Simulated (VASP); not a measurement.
Write the native input for VASP 6.6.1 that does the following.

- Task: single point
- Functional: r2SCAN
- Potentials or basis: VASP PAW PBE potentials, release 64 (Si, Ge_d)
- Cutoff: 520 eV
- k mesh: 6 × 6 × 6
- Occupations: gaussian, width 0.05 eV
- Spin: no spin polarisation
- Dipole correction: no
- Further INCAR settings: ALGO = Normal; EDIFF = 1e-06; NBANDS = 31

The system is Si7Ge.

```
Si Ge
1.0
     5.33127    0.00000    0.00000
     0.00000    5.33127    0.00000
     0.00000    0.00000    5.46797
Si Ge
7 1
Direct
  0.25243 0.25243 0.25243
  0.00000 0.50000 0.50000
  0.50000 0.50000 0.00000
  0.50000 0.00000 0.50000
  0.74757 0.25243 0.74757
  0.74757 0.74757 0.25243
  0.25243 0.74757 0.74757
  0.00000 0.00000 0.00000
```

This cell differs from its parent crystal: strain -0.025 along x and y, +0.000 along z.

These files were run (other wordings do the same):

POSCAR

```
Si7Ge
1.0
    5.3312692196      0.0000000000      0.0000000000
    0.0000000000      5.3312692196      0.0000000000
    0.0000000000      0.0000000000      5.4679684304
Si Ge
7 1
Direct
    0.2524307582      0.2524307582      0.2524307582
    0.0000000000      0.5000000000      0.5000000000
    0.5000000000      0.5000000000      0.0000000000
    0.5000000000      0.0000000000      0.5000000000
    0.7475692418      0.2524307582      0.7475692418
    0.7475692418      0.7475692418      0.2524307582
    0.2524307582      0.7475692418      0.7475692418
    0.0000000000      0.0000000000      0.0000000000
```

INCAR.step1

```
  PREC = Accurate
  ENCUT = 520
  ISMEAR = 0
  SIGMA = 0.05
  LREAL = False
  LASPH = True
  NELM = 80
  NBANDS = 31
  GGA = PE
  ALGO = Normal
  EDIFF = 1E-4
  LWAVE = True
  LCHARG = False
```

INCAR.step2

```
  PREC = Accurate
  ENCUT = 520
  EDIFF = 1E-6
  ISMEAR = 0
  SIGMA = 0.05
  LREAL = False
  LASPH = True
  NELM = 80
  ALGO = Normal
  ISIF = 2
  LWAVE = False
  LCHARG = True
  METAGGA = R2SCAN
  LMIXTAU = True
  LELF = True
  LVHAR = True
  NBANDS = 31
  ISTART = 1
```

KPOINTS

```
regular mesh
0
Gamma
  6 6 6
```

Potentials or basis: VASP PAW PBE potentials, release 64 (Si, Ge_d).

The run is started by

```console
$ cat potpaw_PBE.64/Si/POTCAR potpaw_PBE.64/Ge_d/POTCAR > POTCAR
$ cp INCAR.step1 INCAR
$ mpirun -np 1 vasp_std > vasp.out
$ cp INCAR.step2 INCAR
$ mpirun -np 1 vasp_std > vasp.out
```

Results of the run:

```json
{
  "Pressure": "5.1 GPa",
  "Largest force": "0.019 eV/Å",
  "Band gap on the k mesh": "0.41 eV"
}
```

Caveat: the cell differs from its parent crystal (strain -0.025 along x and y, +0.000 along z); the cell stands under pressure; semilocal functionals underestimate gaps, and a narrow one can read as zero; the PAW data sets were made with another functional, which shifts forces and pressure a little.

It took 8.6 min on 1 thread of Intel Xeon 8259CL (shared host), peak memory 0.37 GiB.
